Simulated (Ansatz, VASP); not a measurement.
# Two plane-wave programs on LiSi2B3

```
Li Si B
1.0
     4.16562    0.00000    0.00000
    -2.08281    3.60753    0.00000
     0.00000    0.00000    6.96521
Li Si B
1 2 3
Direct
  0.00000 0.00000 0.50000
  0.33333 0.66667 0.50000
  0.66667 0.33333 0.50000
  0.00000 0.00000 0.77523
  0.00000 0.00000 0.22477
  0.00000 0.00000 0.00000
```

Alike in both runs: functional PBE; k mesh 12 × 12 × 6; occupations gaussian, width 0.1 eV; no spin polarisation.

Ansatz relaxed the structure, and its values are those at the end. VASP's run is a single point on that final structure, the one shown.

```csv
,VASP,Ansatz
version,VASP 6.6.1,Ansatz 0.2.0
potentials or method,"VASP PAW PBE potentials, release 64 (Li_sv, Si, B), cutoff 750 eV","scalar-relativistic, plane waves, PAW"
valence electrons in the cell,20,20
```

```csv
,VASP,Ansatz,Ansatz less VASP
gap on the k mesh at the Fermi level (eV),none,none,-
pressure (GPa),0.0,0.0,0.00
rms of the force components (eV/Å),0.007,0.002,-0.0054
```

A gap of «none» marks a metal or a gap that the smearing closes.
